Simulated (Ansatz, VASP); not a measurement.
**CuAu3: VASP beside Ansatz**

INCAR

```
ALGO = Normal
EDIFF = 1E-6
ENCUT = 520
ISIF = 2
ISMEAR = -1
LASPH = T
LCHARG = T
LELF = T
LREAL = F
LVHAR = T
LWAVE = F
NBANDS = 30
NELM = 80
PREC = Accurate
SIGMA = 0.05
```

The input KPOINTS:

```
k-points
0
Gamma
  9 9 9
```

File POSCAR:

```
CuAu3
1.0
    3.9262096223      0.0000000000      0.0000000000
    0.0000000000      3.9262096223      0.0000000000
    0.0000000000      0.0000000000      3.9262096223
Cu Au
1 3
Direct
    0.0000000000      0.0000000000      0.0000000000
    0.0000000000      0.5000000000      0.5000000000
    0.5000000000      0.0000000000      0.5000000000
    0.5000000000      0.5000000000      0.0000000000
```

Input for Ansatz:

```yaml
crystal:
  lattice:
    - [3.9262096223, 0.0, 0.0]
    - [0.0, 3.9262096223, 0.0]
    - [0.0, 0.0, 3.9262096223]
  atoms:
    - { symbol: Cu, position: [0.0, 0.0, 0.0] }
    - { symbol: Au, position: [0.0, 0.5, 0.5] }
    - { symbol: Au, position: [0.5, 0.0, 0.5] }
    - { symbol: Au, position: [0.5, 0.5, 0.0] }
kpoints:
  mp_grid: { grid: [9, 9, 9] }
  band_path:
    path:
      - [0.0, 0.0, 0.0]
      - [0.0, 0.5, 0.0]
      - [0.5, 0.5, 0.0]
      - [0.0, 0.0, 0.0]
      - [0.5, 0.5, 0.5]
      - [0.0, 0.5, 0.0]
      - [0.5, 0.5, 0.5]
      - [0.5, 0.5, 0.0]
    npoints: 5
scf:
  occupations: { method: fermi_dirac, width: 0.05 }
hamiltonian:
  xc: lda
  pseudopotentials: { kind: all_electron, lapw: { basis_error: 0.001 } }
output:
  forces: true
  stress: true
  eigenvalues: true
```

Change from the starting cell: volume scaled by 0.96.

Alike in both runs: task single point; functional LDA; k mesh 9 × 9 × 9; occupations fermi-dirac, width 0.05 eV; no spin polarisation.

|  | VASP | Ansatz |
| --- | --- | --- |
| version | VASP 6.6.1 | Ansatz 0.2.0 |
| potentials or method | VASP PAW LDA potentials, release 64 (Cu, Au), cutoff 520 eV | all-electron LAPW, scalar-relativistic |

Ansatz gave:

| Property | Result |
| --- | --- |
| pressure (GPa) | 1.7 |

Question: What did VASP give for the same quantities?

Answer: Pressure (GPa): 2.3.

LDA's correlation is that of Perdew and Zunger in VASP and of Perdew and Wang (1992) in Ansatz. Ansatz ran all-electron here, and VASP with PAW potentials.

Neither program's run includes spin-orbit coupling.
